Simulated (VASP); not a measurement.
# BeTe (F-43m) in VASP: single point with PBE

Aim: the single point of BeTe with PBE.

Everything below comes from runs of VASP 6.6.1. Logs are shortened: lines on timing, memory, paths and dates and some standing lists are left out, and cuts for length are marked.

**1. The cell of the first run**

It takes space group F-43m (No. 216, cubic). The conventional cell has a = 5.561 Å, b = 5.561 Å, c = 5.561 Å, α = 90.00°, β = 90.00°, γ = 90.00°. Within 3.2 Å of Be (site symmetry -43m) lie 4 Te at 2.41 Å. Te (site symmetry -43m) has 4 Be at 2.41 Å within 3.2 Å.

**2. Single point, PBE (volume changed by -5%)**

File INCAR:

```
SYSTEM = BeTe
PREC = Accurate
ENCUT = 600
EDIFF = 1E-6
ISMEAR = 0
SIGMA = 0.01
LREAL = .FALSE.
LASPH = .TRUE.
NELM = 120
ALGO = Normal
ISIF = 2
LWAVE = .FALSE.
LCHARG = .TRUE.
GGA = PE
LELF = .TRUE.
LVHAR = .TRUE.
NBANDS = 11
GGA_COMPAT = .FALSE.
```

File KPOINTS:

```
regular mesh
0
G
  6 6 6
  0 0 0
```

File POSCAR:

```
BeTe
1.0
    0.0000000000      2.7806715885      2.7806715885
    2.7806715885      0.0000000000      2.7806715885
    2.7806715885      2.7806715885      0.0000000000
Be Te
1 1
Direct
    0.0000000000      0.0000000000      0.0000000000
    0.2500000000      0.2500000000      0.2500000000
```

Potentials or basis: VASP PAW PBE potentials, release 64 (Be, Te).

On the command line:

```sh
$ cat potpaw_PBE.64/Be/POTCAR potpaw_PBE.64/Te/POTCAR > POTCAR
$ mpirun -np 1 vasp_std > vasp.out
```

OUTCAR:

```text
SYSTEM = BeTe
   PREC = Accurate
   ENCUT = 600
   EDIFF = 1E-6
   ISMEAR = 0
   LREAL = .FALSE.
   LASPH = .TRUE.
   NELM = 120
   ISIF = 2
   GGA = PE

 ion  position               nearest neighbor table
   1  0.000  0.000  0.000-   2 2.41   2 2.41   2 2.41   2 2.41
   2  0.250  0.250  0.250-   1 2.41   1 2.41   1 2.41   1 2.41

  LATTYP: Found a face centered cubic cell.
 ALAT       =     5.5613431770

  Lattice vectors:

 A1 = (   0.0000000000,   2.7806715885,   2.7806715885)
 A2 = (   2.7806715885,   0.0000000000,   2.7806715885)
 A3 = (   2.7806715885,   2.7806715885,   0.0000000000)

Analysis of symmetry for initial positions (statically):
=====================================================================
 Subroutine PRICEL returns:
 Original cell was already a primitive cell.

 Routine SETGRP: Setting up the symmetry group for a
 face centered cubic supercell.

 Subroutine GETGRP returns: Found 24 space group operations
 (whereof 24 operations were pure point group operations)
 out of a pool of 48 trial point group operations.

The static configuration has the point symmetry T_d .

Analysis of symmetry for dynamics (positions and initial velocities):
=====================================================================
 Subroutine PRICEL returns:
 Original cell was already a primitive cell.

 Routine SETGRP: Setting up the symmetry group for a
 face centered cubic supercell.

 Subroutine GETGRP returns: Found 24 space group operations
 (whereof 24 operations were pure point group operations)
 out of a pool of 48 trial point group operations.

The dynamic configuration has the point symmetry T_d .

 Subroutine INISYM returns: Found 24 space group operations
 (whereof 24 operations are pure point group operations),
 and found     1 'primitive' translations

----------------------------------------------------------------------------------------

                                     Primitive cell

  volume of cell :      43.0011

  direct lattice vectors                    reciprocal lattice vectors
     0.000000000  2.780671589  2.780671589    -0.179812676  0.179812676  0.179812676
     2.780671589  0.000000000  2.780671589     0.179812676 -0.179812676  0.179812676
     2.780671589  2.780671589  0.000000000     0.179812676  0.179812676 -0.179812676

  length of vectors
     3.932463473  3.932463473  3.932463473     0.311444691  0.311444691  0.311444691

  position of ions in fractional coordinates (direct lattice)
     0.000000000  0.000000000  0.000000000
     0.250000000  0.250000000  0.250000000

  ion indices of the primitive-cell ions
   primitive index   ion index
                 1           1
                 2           2

----------------------------------------------------------------------------------------

 KPOINTS: regular mesh

Automatic generation of k-mesh.
 Grid dimensions read from file:
 generate k-points for:    6    6    6

 Generating k-lattice:

  Cartesian coordinates                     Fractional coordinates (reciprocal lattice)
    -0.029968779  0.029968779  0.029968779     0.166666667  0.000000000  0.000000000
     0.029968779 -0.029968779  0.029968779     0.000000000  0.166666667  0.000000000
     0.029968779  0.029968779 -0.029968779     0.000000000  0.000000000  0.166666667

  Length of vectors
     0.051907449  0.051907449  0.051907449

  Shift w.r.t. Gamma in fractional coordinates (k-lattice)
     0.000000000  0.000000000  0.000000000

 Subroutine IBZKPT returns following result:
 ===========================================

 Found     16 irreducible k-points:

 Following reciprocal coordinates:
            Coordinates               Weight
  0.000000  0.000000  0.000000      1.000000
  0.166667  0.000000  0.000000      8.000000
  0.333333  0.000000  0.000000      8.000000
  0.500000  0.000000  0.000000      4.000000
  0.166667  0.166667  0.000000      6.000000
  0.333333  0.166667  0.000000     24.000000
[... 8 lines left out ...]
 -0.333333  0.333333  0.166667     24.000000
 -0.333333  0.500000  0.166667     12.000000
   k-points           NKPTS =     16   k-points in BZ     NKDIM =     16   number of bands    NBANDS=     11
   number of dos      NEDOS =    301   number of ions     NIONS =      2
   total plane-waves  NPLWV =  32768
   dimension x,y,z NGX =    32 NGY =   32 NGZ =   32
   dimension x,y,z NGXF=    64 NGYF=   64 NGZF=   64
   ions per type =               1   1
   NGX,Y,Z   is equivalent  to a cutoff of  13.53, 13.53, 13.53 a.u.
   NGXF,Y,Z  is equivalent  to a cutoff of  27.06, 27.06, 27.06 a.u.
 SYSTEM =  BeTe
   PREC   = accura    normal or accurate (medium, high low for compatibility)
   ISTART =      0    job   : 0-new  1-cont  2-samecut
   ICHARG =      2    charge: 1-file 2-atom 10-const
   ISPIN  =      1    spin polarized calculation?
   LNONCOLLINEAR =      F non collinear calculations
   LSORBIT =      F    spin-orbit coupling
   LASPH  =      T    aspherical Exc in radial PAW
   ENCUT  =  600.0 eV  44.10 Ry    6.64 a.u.   7.85  7.85  7.85*2*pi/ulx,y,z
   NELM   =    120;   NELMIN=  2; NELMDL= -5     # of ELM steps
   EDIFF  = 0.1E-05   stopping-criterion for ELM
   LREAL  =      F    real-space projection
   EDIFFG = 0.1E-04   stopping-criterion for IOM
   NSW    =      0    number of steps for IOM
   IBRION =     -1    ionic relax: 0-MD 1-quasi-New 2-CG
   NFREE  =      0    steps in history (QN), initial steepest desc. (CG)
   ISIF   =      2    stress and relaxation
   ISYM   =      2    0-nonsym 1-usesym 2-fastsym
   POTIM  = 0.5000    time-step for ionic-motion
   TEBEG  =    0.0;   TEEND  =   0.0 temperature during run
   PSTRESS=    0.0 pullay stress
   NELECT =       8.0000    total number of electrons
   NUPDOWN=      -1.0000    fix difference up-down
   EMIN   =  10.00;   EMAX   =-10.00  energy-range for DOS
   EFERMI =   0.00;   METHOD = LEGACY
   ISMEAR =     0;   SIGMA  =   0.01  broadening in eV -4-tet -1-fermi 0-gaus
   EFERMI_NEDOS =   21; number of points for ismear=-14 and -15
   IALGO  =     38    algorithm
   IMIX   =      4    mixing-type and parameters
     AMIX     =   0.40;   BMIX     =  1.00
     AMIX_MAG =   1.60;   BMIX_MAG =  1.00
  volume/ion in A,a.u.               =      21.50       145.09
  Fermi-wavevector in a.u.,A,eV,Ry     =   0.934570  1.766081 11.883613  0.873421
  Thomas-Fermi vector in A             =   2.061388
   LORBIT       =      0    0 simple, 1 ext, 2 COOP (PROOUT), +10 PAW based schemes
   GGA     = PE    functional components
   LHFCALC =     F    Hartree Fock is set to
   AEXX    =    0.0000 exact exchange contribution
   IVDW    =     0    specifies the selected vdW correction
   LEPSILON=     F    determine dielectric tensor
   LRPA    =     F    only Hartree local field effects (RPA)
 non-spin polarized calculation
 Gauss-broadening in eV      SIGMA  =   0.01
  energy-cutoff  :      600.00
  volume of cell :       43.00
 maximum number of plane-waves:      1459
   NGX = 15   NGY = 15   NGZ = 15

 number of electron       8.0000000 magnetization

 Free energy of the ion-electron system (eV)
  ---------------------------------------------------
  ext. energy  EPLUGINS =         0.00000000
  ---------------------------------------------------
  free energy    TOTEN  =        -7.59100241 eV

  energy without entropy =       -7.59100241  energy(sigma->0) =       -7.59100241

 E-fermi :   5.6420     XC(G=0):  -9.2084

 val. band max:        5.5316123567   @ k =   0.0000   0.0000   0.0000
 cond. band min:       7.4082126741   @ k =   0.5000   0.5000   0.0000
 fundamental gap:      1.8766003174
 Fermi energy:         5.6420494875

 k-point     1 :       0.0000    0.0000    0.0000
  band No.  band energies     occupation
      1      -7.0222      2.00000
      2       5.5316      2.00000
      3       5.5316      2.00000
      4       5.5316      2.00000
      5       9.1058      0.00000
      6       9.1058      0.00000
      7       9.1058      0.00000
      8       9.6348      0.00000
      9      13.9018      0.00000
     10      15.8538      0.00000
     11      15.8538      0.00000

 k-point     2 :       0.1667    0.0000    0.0000
  band No.  band energies     occupation
      1      -6.7485      2.00000
      2       3.4618      2.00000
      3       5.1261      2.00000
      4       5.1261      2.00000
      5       9.0698      0.00000
      6       9.6769      0.00000
      7       9.6769      0.00000
      8      11.5431      0.00000
      9      14.5183      0.00000
     10      14.6385      0.00000
     11      14.6385      0.00000

 k-point     3 :       0.3333    0.0000    0.0000
  band No.  band energies     occupation
      1      -6.0574      2.00000
      2       0.8910      2.00000
      3       4.5556      2.00000
      4       4.5556      2.00000
      5       8.8121      0.00000
      6      10.1403      0.00000
      7      10.1403      0.00000
      8      13.3659      0.00000
      9      15.0588      0.00000
     10      15.1951      0.00000
     11      15.1951      0.00000

 k-point     4 :       0.5000    0.0000    0.0000
  band No.  band energies     occupation
      1      -5.5796      2.00000
      2      -0.2576      2.00000
      3       4.3331      2.00000
      4       4.3331      2.00000
      5       8.7095      0.00000
      6      10.1012      0.00000
      7      10.1012      0.00000
      8      13.3329      0.00000
      9      16.6418      0.00000
     10      17.1772      0.00000
     11      17.1772      0.00000
[... 127 lines left out ...]
 k-point    14 :       0.5000    0.3333    0.1667
  band No.  band energies     occupation
      1      -5.5311      2.00000
      2       0.9728      2.00000
      3       2.3173      2.00000
      4       3.4303      2.00000
      5       9.4746      0.00000
      6      10.4750      0.00000
      7      10.8691      0.00000
      8      13.3939      0.00000
      9      15.6971      0.00000
     10      16.1846      0.00000
     11      18.4658      0.00000

 k-point    15 :      -0.3333    0.3333    0.1667
  band No.  band energies     occupation
      1      -5.1734      2.00000
      2       0.4813      2.00000
      3       1.8726      2.00000
      4       2.9829      2.00000
      5       9.9876      0.00000
      6      10.2997      0.00000
      7      12.4951      0.00000
      8      12.8910      0.00000
      9      14.3399      0.00000
     10      17.5938      0.00000
     11      18.4064      0.00000

 k-point    16 :      -0.3333    0.5000    0.1667
  band No.  band energies     occupation
      1      -5.0198      2.00000
      2       0.5616      2.00000
      3       1.9638      2.00000
      4       2.2683      2.00000
      5       9.2240      0.00000
      6       9.7912      0.00000
      7      12.9953      0.00000
      8      13.2783      0.00000
      9      16.6438      0.00000
     10      17.6052      0.00000
     11      18.5498      0.00000

------------------------ aborting loop because EDIFF is reached ----------------------------------------

  FORCE on cell =-STRESS in cart. coord.  units (eV):
  Direction    XX          YY          ZZ          XY          YZ          ZX
  --------------------------------------------------------------------------------------
  -------------------------------------------------------------------------------------
  Total        0.9841872      0.9841872      0.9841872      0.0000000      0.0000000     -0.0000000
  in kB       36.6698572     36.6698572     36.6698572      0.0000000      0.0000000     -0.0000000
  external PRESSURE =      36.6698572 kB  Pullay stress =       0.0000000 kB

 VOLUME and BASIS-vectors are now :
 -----------------------------------------------------------------------------
  energy-cutoff  :      600.00
  volume of cell :       43.00
      direct lattice vectors                 reciprocal lattice vectors
     0.000000000  2.780671589  2.780671589    -0.179812676  0.179812676  0.179812676
     2.780671589  0.000000000  2.780671589     0.179812676 -0.179812676  0.179812676
     2.780671589  2.780671589  0.000000000     0.179812676  0.179812676 -0.179812676

 POSITION                                       TOTAL-FORCE (eV/Angst)
 -----------------------------------------------------------------------------------
      0.00000      0.00000      0.00000        -0.000000     -0.000000     -0.000000
      1.39034      1.39034      1.39034         0.000000      0.000000      0.000000
 -----------------------------------------------------------------------------------
    total drift:                                0.000000      0.000000      0.000000

  FREE ENERGIE OF THE ION-ELECTRON SYSTEM (eV)
  ---------------------------------------------------
  free  energy   TOTEN  =        -7.5910024090 eV

  energy  without entropy=       -7.5910024090  energy(sigma->0) =       -7.59100241
```

It took 6.6 s on 1 thread of Intel Xeon 6975P-C (Granite Rapids), shared host; peak memory 0.17 GiB.

What came out:

* Free energy: -7.5910 eV
* Pressure: 3.7 GPa
* Band gap on the k mesh: 1.88 eV, indirect (least direct gap 3.57 eV)

Caveat: spin-orbit coupling is left out, which moves the levels of the heavy elements. A k mesh can miss the band edges.
